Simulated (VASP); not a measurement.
Set up this calculation in VASP 6.6.1, as the native input.

```yaml
Task: single point
Functional: r2SCAN
Potentials_or_basis: VASP PAW PBE potentials, release 64 (Ga_d, N)
Cutoff: 520 eV
k_mesh: 10 × 10 × 10
Occupations: gaussian, width 0.01 eV
Spin: no spin polarisation
Dipole_correction: no
Further_INCAR_settings: ALGO = Normal; EDIFF = 1e-06; NBANDS = 16
```

GaN:

```
CELL_PARAMETERS angstrom
-0.01124 2.24895 2.24895
2.24895 -0.01124 2.24895
2.23771 2.23771 0.00000
ATOMIC_POSITIONS crystal
Ga 0.99928 0.99928 0.00072
N 0.25072 0.25072 0.24928
```

This cell differs from its parent crystal: shear xy strain -1.0%.

These files were run (other wordings do the same):

POSCAR

```
GaN
1.0
   -0.0112447627      2.2489525415      2.2489525415
    2.2489525415     -0.0112447627      2.2489525415
    2.2377077788      2.2377077788      0.0000000000
Ga N
1 1
Direct
   -0.0007240346     -0.0007240346      0.0007240346
    0.2507240346      0.2507240346      0.2492759654
```

INCAR.step1

```
PREC = Accurate ; ENCUT = 520
ISMEAR = 0 ; SIGMA = 0.01
LREAL = False ; LASPH = True
NELM = 100 ; NBANDS = 16
GGA = PE ; ALGO = Normal
EDIFF = 1E-4 ; LWAVE = True
LCHARG = False
```

INCAR.step2

```
PREC = Accurate ; ENCUT = 520
EDIFF = 1E-6 ; ISMEAR = 0
SIGMA = 0.01 ; LREAL = False
LASPH = True ; NELM = 100
ALGO = Normal ; ISIF = 2
LWAVE = False ; LCHARG = True
METAGGA = R2SCAN ; LMIXTAU = True
LELF = True ; LVHAR = True
NBANDS = 16 ; ISTART = 1
```

KPOINTS

```
regular mesh
0
Gamma
  10 10 10
```

Potentials or basis: VASP PAW PBE potentials, release 64 (Ga_d, N).

Launch:

```sh
$ cat potpaw_PBE.64/Ga_d/POTCAR potpaw_PBE.64/N/POTCAR > POTCAR
$ cp INCAR.step1 INCAR
$ mpirun -np 1 vasp_std > vasp.out
$ cp INCAR.step2 INCAR
$ mpirun -np 1 vasp_std > vasp.out
```

It gave:

```
Pressure               : 1.1 GPa
Largest force          : 0.003 eV/Å
Band gap on the k mesh : 2.12 eV
```

Caveat: the cell differs from its parent crystal (shear xy strain -1.0%); the structure was generated, so it needn't be the stable form of GaN; the PAW data sets were made with another functional, which shifts forces and pressure a little.

Wall time 63 s on 1 thread of Intel(R) Xeon(R) 6975P-C (Granite Rapids) (shared host), peak memory 0.19 GiB.
